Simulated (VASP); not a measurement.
# Ti (P6_3/mmc) in VASP: a series of runs

The runs below take Ti through single point, with PBE.

All numbers are computed with VASP 6.6.1; they aren't measurements. Logs are shortened: lines on timing, memory, paths and dates and some standing lists are left out, and cuts for length are marked.

## 1. The cell of the first run

Symmetry: P6_3/mmc, No. 194, hexagonal system. Conventional cell: a = 2.876 Å, b = 2.876 Å, c = 4.557 Å, α = 90.00°, β = 90.00°, γ = 120.00°. Within 3.7 Å of Ti (site symmetry -6m2) lie 12 Ti at 2.82 to 2.88 Å.

## 2. Single point, PBE

Input file INCAR:

```
  ALGO = Fast
  EDIFF = 1E-6
  ENCUT = 520
  GGA = PE
  ISIF = 2
  ISMEAR = 0
  LASPH = True
  LCHARG = False
  LREAL = False
  LWAVE = False
  NBANDS = 19
  NELM = 100
  PREC = Accurate
  SIGMA = 0.1
```

Input file KPOINTS:

```
k-points
0
Gamma
  18 18 10
```

Input file POSCAR:

```
Ti
1.0
    2.8755750301      0.0000000000      0.0000000000
   -1.4377875150      2.4903210266      0.0000000000
    0.0000000000      0.0000000000      4.5574136138
Ti
2
Direct
    0.3333333333      0.6666666667      0.2500000000
    0.6666666667      0.3333333333      0.7500000000
```

Potentials or basis: VASP PAW PBE potentials, release 64 (Ti_sv).

Started as:

```console
> cat potpaw_PBE.64/Ti_sv/POTCAR > POTCAR
> mpirun -np 1 vasp_std > vasp.out
```

OUTCAR:

```text
EDIFF = 1E-6
   ENCUT = 520
   GGA = PE
   ISIF = 2
   ISMEAR = 0
   LASPH = True
   LREAL = False
   NELM = 100
   PREC = Accurate

 ion  position               nearest neighbor table
   1  0.333  0.667  0.250-   2 2.82   2 2.82   2 2.82   2 2.82   2 2.82   2 2.82
   2  0.667  0.333  0.750-   1 2.82   1 2.82   1 2.82   1 2.82   1 2.82   1 2.82

  LATTYP: Found a hexagonal cell.
 ALAT       =     2.8755750301
 C/A-ratio  =     1.5848703533

  Lattice vectors:

 A1 = (   2.8755750301,   0.0000000000,   0.0000000000)
 A2 = (  -1.4377875150,   2.4903210266,   0.0000000000)
 A3 = (   0.0000000000,   0.0000000000,   4.5574136138)

Analysis of symmetry for initial positions (statically):
=====================================================================
 Subroutine PRICEL returns:
 Original cell was already a primitive cell.

 Routine SETGRP: Setting up the symmetry group for a
 hexagonal supercell.

 Subroutine GETGRP returns: Found 24 space group operations
 (whereof 12 operations were pure point group operations)
 out of a pool of 24 trial point group operations.

The static configuration has the point symmetry D_3d.
 The point group associated with its full space group is D_6h.

Analysis of symmetry for dynamics (positions and initial velocities):
=====================================================================
 Subroutine PRICEL returns:
 Original cell was already a primitive cell.

 Routine SETGRP: Setting up the symmetry group for a
 hexagonal supercell.

 Subroutine GETGRP returns: Found 24 space group operations
 (whereof 12 operations were pure point group operations)
 out of a pool of 24 trial point group operations.

The dynamic configuration has the point symmetry D_3d.
 The point group associated with its full space group is D_6h.

 Subroutine INISYM returns: Found 24 space group operations
 (whereof 12 operations are pure point group operations),
 and found     1 'primitive' translations

----------------------------------------------------------------------------------------

                                     Primitive cell

  volume of cell :      32.6361

  direct lattice vectors                    reciprocal lattice vectors
     2.875575030  0.000000000  0.000000000     0.347756532  0.200777327  0.000000000
    -1.437787515  2.490321027  0.000000000     0.000000000  0.401554655  0.000000000
     0.000000000  0.000000000  4.557413614     0.000000000  0.000000000  0.219422700

  length of vectors
     2.875575030  2.875575030  4.557413614     0.401554655  0.401554655  0.219422700

  position of ions in fractional coordinates (direct lattice)
     0.333333333  0.666666667  0.250000000
     0.666666667  0.333333333  0.750000000

  ion indices of the primitive-cell ions
   primitive index   ion index
                 1           1
                 2           2

----------------------------------------------------------------------------------------

 KPOINTS: k-points

Automatic generation of k-mesh.
 Grid dimensions read from file:
 generate k-points for:   18   18   10

 Generating k-lattice:

  Cartesian coordinates                     Fractional coordinates (reciprocal lattice)
     0.019319807  0.011154296  0.000000000     0.055555556  0.000000000  0.000000000
     0.000000000  0.022308592  0.000000000     0.000000000  0.055555556  0.000000000
     0.000000000  0.000000000  0.021942270     0.000000000  0.000000000  0.100000000

  Length of vectors
     0.022308592  0.022308592  0.021942270

  Shift w.r.t. Gamma in fractional coordinates (k-lattice)
     0.000000000  0.000000000  0.000000000

 Subroutine IBZKPT returns following result:
 ===========================================

 Found    222 irreducible k-points:

 Following reciprocal coordinates:
            Coordinates               Weight
  0.000000  0.000000  0.000000      1.000000
  0.055556 -0.000000  0.000000      6.000000
  0.111111 -0.000000  0.000000      6.000000
  0.166667 -0.000000  0.000000      6.000000
  0.222222 -0.000000  0.000000      6.000000
  0.277778  0.000000  0.000000      6.000000
[... 16 lines left out ...]
  0.333333  0.111111  0.000000     12.000000
  0.388889  0.111111  0.000000     12.000000
 [... further k-points ...]
   k-points           NKPTS =    222   k-points in BZ     NKDIM =    222   number of bands    NBANDS=     19
   number of dos      NEDOS =    301   number of ions     NIONS =      2
   total plane-waves  NPLWV =  20736
   dimension x,y,z NGX =    24 NGY =   24 NGZ =   36
   dimension x,y,z NGXF=    48 NGYF=   48 NGZF=   72
   ions per type =               2
   NGX,Y,Z   is equivalent  to a cutoff of  13.88, 13.88, 13.13 a.u.
   NGXF,Y,Z  is equivalent  to a cutoff of  27.75, 27.75, 26.26 a.u.
 SYSTEM =  unknown system
   PREC   = accura    normal or accurate (medium, high low for compatibility)
   ISTART =      0    job   : 0-new  1-cont  2-samecut
   ICHARG =      2    charge: 1-file 2-atom 10-const
   ISPIN  =      1    spin polarized calculation?
   LNONCOLLINEAR =      F non collinear calculations
   LSORBIT =      F    spin-orbit coupling
   LASPH  =      T    aspherical Exc in radial PAW
   ENCUT  =  520.0 eV  38.22 Ry    6.18 a.u.   5.35  5.35  8.47*2*pi/ulx,y,z
   NELM   =    100;   NELMIN=  2; NELMDL= -5     # of ELM steps
   EDIFF  = 0.1E-05   stopping-criterion for ELM
   LREAL  =      F    real-space projection
   EDIFFG = 0.1E-04   stopping-criterion for IOM
   NSW    =      0    number of steps for IOM
   IBRION =     -1    ionic relax: 0-MD 1-quasi-New 2-CG
   NFREE  =      0    steps in history (QN), initial steepest desc. (CG)
   ISIF   =      2    stress and relaxation
   ISYM   =      2    0-nonsym 1-usesym 2-fastsym
   POTIM  = 0.5000    time-step for ionic-motion
   TEBEG  =    0.0;   TEEND  =   0.0 temperature during run
   PSTRESS=    0.0 pullay stress
   NELECT =      24.0000    total number of electrons
   NUPDOWN=      -1.0000    fix difference up-down
   EMIN   =  10.00;   EMAX   =-10.00  energy-range for DOS
   EFERMI =   0.00;   METHOD = LEGACY
   ISMEAR =     0;   SIGMA  =   0.10  broadening in eV -4-tet -1-fermi 0-gaus
   EFERMI_NEDOS =   21; number of points for ismear=-14 and -15
   IALGO  =     68    algorithm
   IMIX   =      4    mixing-type and parameters
     AMIX     =   0.40;   BMIX     =  1.00
     AMIX_MAG =   1.60;   BMIX_MAG =  1.00
  volume/ion in A,a.u.               =      16.32       110.12
  Fermi-wavevector in a.u.,A,eV,Ry     =   1.477676  2.792402 29.708661  2.183525
  Thomas-Fermi vector in A             =   2.592050
   LORBIT       =      0    0 simple, 1 ext, 2 COOP (PROOUT), +10 PAW based schemes
   GGA     = PE    functional components
   LHFCALC =     F    Hartree Fock is set to
   AEXX    =    0.0000 exact exchange contribution
   IVDW    =     0    specifies the selected vdW correction
   LEPSILON=     F    determine dielectric tensor
   LRPA    =     F    only Hartree local field effects (RPA)
 non-spin polarized calculation
 RMM-DIIS sequential band-by-band and
 Gauss-broadening in eV      SIGMA  =   0.10
  energy-cutoff  :      520.00
  volume of cell :       32.64
 maximum number of plane-waves:       911
 NGX is ok and might be reduce to    24
   NGX = 11   NGY = 11   NGZ = 17

 number of electron      24.0000003 magnetization

 Free energy of the ion-electron system (eV)
  ---------------------------------------------------
  ext. energy  EPLUGINS =         0.00000000
  ---------------------------------------------------
  free energy    TOTEN  =       -15.62988785 eV

  energy without entropy =      -15.62099404  energy(sigma->0) =      -15.62544094

 E-fermi :   9.0223     XC(G=0): -11.7950

 val. band max:        9.0068363078   @ k =   0.3333   0.1667   0.4000
 cond. band min:       9.0230614305   @ k =   0.0556  -0.0000   0.5000
 fundamental gap:      0.0162251227
 Fermi energy:         9.0222888701

 k-point     1 :       0.0000    0.0000    0.0000
  band No.  band energies     occupation
      1     -47.7482      2.00000
      2     -47.5729      2.00000
      3     -24.4107      2.00000
      4     -23.6336      2.00000
      5     -23.6336      2.00000
      6     -23.5473      2.00000
[... 11 lines left out ...]
     18      10.7514      0.00000
     19      12.4097      0.00000

 k-point     2 :       0.0556   -0.0000    0.0000
  band No.  band energies     occupation
      1     -47.7442      2.00000
      2     -47.5713      2.00000
      3     -24.4024      2.00000
      4     -23.6508      2.00000
      5     -23.6394      2.00000
      6     -23.5508      2.00000
[... 11 lines left out ...]
     18      10.6971      0.00000
     19      12.4397      0.00000

 k-point     3 :       0.1111   -0.0000    0.0000
  band No.  band energies     occupation
      1     -47.7328      2.00000
      2     -47.5669      2.00000
      3     -24.3779      2.00000
      4     -23.7007      2.00000
      5     -23.6557      2.00000
      6     -23.5823      2.00000
[... 11 lines left out ...]
     18      10.5988      0.00000
     19      12.5146      0.00000

 k-point     4 :       0.1667   -0.0000    0.0000
  band No.  band energies     occupation
      1     -47.7150      2.00000
      2     -47.5604      2.00000
      3     -24.3389      2.00000
      4     -23.7775      2.00000
      5     -23.6800      2.00000
      6     -23.6594      2.00000
[... 11 lines left out ...]
     18      10.8757      0.00000
     19      12.6060      0.00000

 k-point     5 :       0.2222   -0.0000    0.0000
  band No.  band energies     occupation
      1     -47.6924      2.00000
      2     -47.5530      2.00000
      3     -24.2878      2.00000
      4     -23.8724      2.00000
      5     -23.7515      2.00000
      6     -23.7090      2.00000
[... 11 lines left out ...]
     18      11.2341      0.00000
     19      12.6922      0.00000
[... 334 lines left out ...]
      2     -47.5443      2.00000
      3     -24.2088      2.00000
      4     -23.9698      2.00000
      5     -23.8955      2.00000
      6     -23.7355      2.00000
[... 11 lines left out ...]
     18      12.0163      0.00000
     19      12.7052      0.00000

 k-point    22 :       0.2778    0.1111    0.0000
  band No.  band energies     occupation
      1     -47.6350      2.00000
      2     -47.5401      2.00000
      3     -24.1465      2.00000
      4     -24.0592      2.00000
      5     -23.9553      2.00000
      6     -23.7790      2.00000
[... 11 lines left out ...]
     18      12.5287      0.00000
     19      12.7392      0.00000

 k-point    23 :       0.3333    0.1111    0.0000
  band No.  band energies     occupation
      1     -47.6132      2.00000
      2     -47.5387      2.00000
      3     -24.1320      2.00000
      4     -24.0861      2.00000
      5     -24.0033      2.00000
      6     -23.8141      2.00000
[... 11 lines left out ...]
     18      12.7619      0.00000
     19      13.0580      0.00000

 k-point    24 :       0.3889    0.1111    0.0000
  band No.  band energies     occupation
      1     -47.5971      2.00000
      2     -47.5397      2.00000
      3     -24.1794      2.00000
      4     -24.0373      2.00000
      5     -24.0346      2.00000
      6     -23.8368      2.00000
[... 11 lines left out ...]
     18      12.7745      0.00000
     19      13.5892      0.00000

 [... further k-points ...]
[... 5 lines left out ...]
  --------------------------------------------------------------------------------------
  -------------------------------------------------------------------------------------
  Total        1.4914152      1.4914152      1.4962204      0.0000000      0.0000000      0.0000000
  in kB       73.2167840     73.2167840     73.4526844      0.0000000      0.0000000      0.0000000
  external PRESSURE =      73.2954174 kB  Pullay stress =       0.0000000 kB

 VOLUME and BASIS-vectors are now :
 -----------------------------------------------------------------------------
  energy-cutoff  :      520.00
  volume of cell :       32.64
      direct lattice vectors                 reciprocal lattice vectors
     2.875575030  0.000000000  0.000000000     0.347756532  0.200777327  0.000000000
    -1.437787515  2.490321027  0.000000000     0.000000000  0.401554655  0.000000000
     0.000000000  0.000000000  4.557413614     0.000000000  0.000000000  0.219422700

 POSITION                                       TOTAL-FORCE (eV/Angst)
 -----------------------------------------------------------------------------------
     -0.00000      1.66021      1.13935        -0.000000      0.000000      0.000000
      1.43779      0.83011      3.41806         0.000000     -0.000000      0.000000
 -----------------------------------------------------------------------------------
    total drift:                                0.000000     -0.000000      0.000000

  FREE ENERGIE OF THE ION-ELECTRON SYSTEM (eV)
  ---------------------------------------------------
  free  energy   TOTEN  =       -15.6298878478 eV

  energy  without entropy=      -15.6209940394  energy(sigma->0) =      -15.62544094
```

Run time: 13 min. Hardware: 1 thread of AMD EPYC 7R43 (Zen 3), shared host; peak memory 0.2 GiB.

Results:

```
Free energy            : -15.6299 eV
Pressure               : 7.3 GPa
Band gap on the k mesh : zero (bands 12 and 13 overlap by 1.13 eV)
```

Caveat: the cell stands under pressure.

## 3. Single point, PBE

This run uses another cell than the first one, of 16.95 Å³/atom.

Input file INCAR:

```
ALGO = Fast
EDIFF = 1E-6
ENCUT = 520
GGA = PE
ISIF = 2
ISMEAR = 0
LASPH = T
LCHARG = F
LREAL = F
LWAVE = F
NBANDS = 19
NELM = 100
PREC = Accurate
SIGMA = 0.1
```

KPOINTS is that of step 2.

Input file POSCAR:

```
Ti
1.0
    2.9132024128      0.0000000000      0.0000000000
   -1.4566012064      2.5229072959      0.0000000000
    0.0000000000      0.0000000000      4.6115698679
Ti
2
Direct
    0.3333333333      0.6666666667      0.2500000000
    0.6666666667      0.3333333333      0.7500000000
```

Potentials or basis: VASP PAW PBE potentials, release 64 (Ti_sv).

Started as:

```console
> cat potpaw_PBE.64/Ti_sv/POTCAR > POTCAR
> mpirun -np 1 vasp_std > vasp.out
```

OUTCAR:

```text
EDIFF = 1E-6
   ENCUT = 520
   GGA = PE
   ISIF = 2
   ISMEAR = 0
   LASPH = T
   LREAL = F
   NELM = 100
   PREC = Accurate

 ion  position               nearest neighbor table
   1  0.333  0.667  0.250-   2 2.85   2 2.85   2 2.85   2 2.85   2 2.85   2 2.85
   2  0.667  0.333  0.750-   1 2.85   1 2.85   1 2.85   1 2.85   1 2.85   1 2.85

  LATTYP: Found a hexagonal cell.
 ALAT       =     2.9132024128
 C/A-ratio  =     1.5829898560

  Lattice vectors:

 A1 = (   2.9132024128,   0.0000000000,   0.0000000000)
 A2 = (  -1.4566012064,   2.5229072959,   0.0000000000)
 A3 = (   0.0000000000,   0.0000000000,   4.6115698679)

Analysis of symmetry for initial positions (statically):
=====================================================================
 Subroutine PRICEL returns:
 Original cell was already a primitive cell.

 Routine SETGRP: Setting up the symmetry group for a
 hexagonal supercell.

 Subroutine GETGRP returns: Found 24 space group operations
 (whereof 12 operations were pure point group operations)
 out of a pool of 24 trial point group operations.
[... 156 lines left out ...]

 number of electron      23.9999999 magnetization

 Free energy of the ion-electron system (eV)
  ---------------------------------------------------
  ext. energy  EPLUGINS =         0.00000000
  ---------------------------------------------------
  free energy    TOTEN  =       -15.67032543 eV

  energy without entropy =      -15.66119305  energy(sigma->0) =      -15.66575924

 E-fermi :   8.6091     XC(G=0): -11.6139

 val. band max:        8.6036992620   @ k =   0.2778   0.2778   0.4000
 cond. band min:       8.6197702890   @ k =   0.0556   0.0000   0.5000
 fundamental gap:      0.0160710270
 Fermi energy:         8.6090677668

 k-point     1 :       0.0000    0.0000    0.0000
  band No.  band energies     occupation
      1     -48.2225      2.00000
      2     -48.0712      2.00000
      3     -24.8396      2.00000
      4     -24.1459      2.00000
      5     -24.1459      2.00000
      6     -24.0726      2.00000
[... 505 lines left out ...]
      6     -24.3252      2.00000
[... 11 lines left out ...]
     18      12.1901      0.00000
     19      12.9518      0.00000

 [... further k-points ...]
[... 5 lines left out ...]
  --------------------------------------------------------------------------------------
  -------------------------------------------------------------------------------------
  Total        0.5430339      0.5430339      0.5476266      0.0000000      0.0000000      0.0000000
  in kB       25.6694643     25.6694643     25.8865629      0.0000000      0.0000000      0.0000000
  external PRESSURE =      25.7418305 kB  Pullay stress =       0.0000000 kB

 VOLUME and BASIS-vectors are now :
 -----------------------------------------------------------------------------
  energy-cutoff  :      520.00
  volume of cell :       33.89
      direct lattice vectors                 reciprocal lattice vectors
     2.913202413  0.000000000  0.000000000     0.343264854  0.198184056  0.000000000
    -1.456601206  2.522907296  0.000000000     0.000000000  0.396368111  0.000000000
     0.000000000  0.000000000  4.611569868     0.000000000  0.000000000  0.216845896

 POSITION                                       TOTAL-FORCE (eV/Angst)
 -----------------------------------------------------------------------------------
     -0.00000      1.68194      1.15289         0.000000     -0.000000      0.000000
      1.45660      0.84097      3.45868        -0.000000      0.000000      0.000000
 -----------------------------------------------------------------------------------
    total drift:                               -0.000000      0.000000     -0.000000

  FREE ENERGIE OF THE ION-ELECTRON SYSTEM (eV)
  ---------------------------------------------------
  free  energy   TOTEN  =       -15.6703254277 eV

  energy  without entropy=      -15.6611930478  energy(sigma->0) =      -15.66575924
```

stdout:

```text
POSCAR found type information on POSCAR Ti
 POSCAR found :  1 types and       2 ions
 scaLAPACK will be used
 LDA part: xc-table for (Slater+PW92), standard interpolation
 POSCAR, INCAR and KPOINTS ok, starting setup
 FFT: planning ... GRIDC
 FFT: planning ... GRID_SOFT
 FFT: planning ... GRID
 WAVECAR not read
 entering main loop
WARNING in EDDRMM: call to ZHEGV failed, returncode =   8  4     13
WARNING in EDDRMM: call to ZHEGV failed, returncode =   6  3     17
WARNING in EDDRMM: call to ZHEGV failed, returncode =   6  3      3
WARNING in EDDRMM: call to ZHEGV failed, returncode =   6  3     14
WARNING in EDDRMM: call to ZHEGV failed, returncode =   8  4     13
WARNING in EDDRMM: call to ZHEGV failed, returncode =   6  3     10
WARNING in EDDRMM: call to ZHEGV failed, returncode =   6  3     11
WARNING in EDDRMM: call to ZHEGV failed, returncode =   8  4      3
WARNING in EDDRMM: call to ZHEGV failed, returncode =   6  3      5
WARNING in EDDRMM: call to ZHEGV failed, returncode =   8  4      8
```

It took 11 min on 1 thread of AMD EPYC 7R43 (Zen 3), shared host; peak memory 0.2 GiB.

What came out:

```
Free energy            : -15.6703 eV
Pressure               : 2.6 GPa
Band gap on the k mesh : zero (bands 12 and 13 overlap by 1.11 eV)
```

Levels at points of the mesh, in eV from the Fermi level:
| k point | band 9 | band 10 | band 11 | band 12 | band 13 | band 14 | band 15 | band 16 |
| --- | --- | --- | --- | --- | --- | --- | --- | --- |
| (0.00, 0.00, 0.00) | -6.28 | -2.76 | 0.78 | 0.78 | 0.83 | 0.90 | 1.29 | 1.29 |
| (0.50, 0.00, 0.00) | -2.39 | -2.24 | -1.92 | -0.62 | 0.47 | 0.64 | 1.20 | 3.43 |
| (0.00, 0.00, 0.50) | -4.39 | -4.39 | 0.08 | 0.08 | 0.68 | 0.68 | 0.68 | 0.68 |
| (0.50, 0.00, 0.50) | -2.62 | -2.62 | -0.85 | -0.85 | 1.38 | 1.38 | 1.76 | 1.76 |
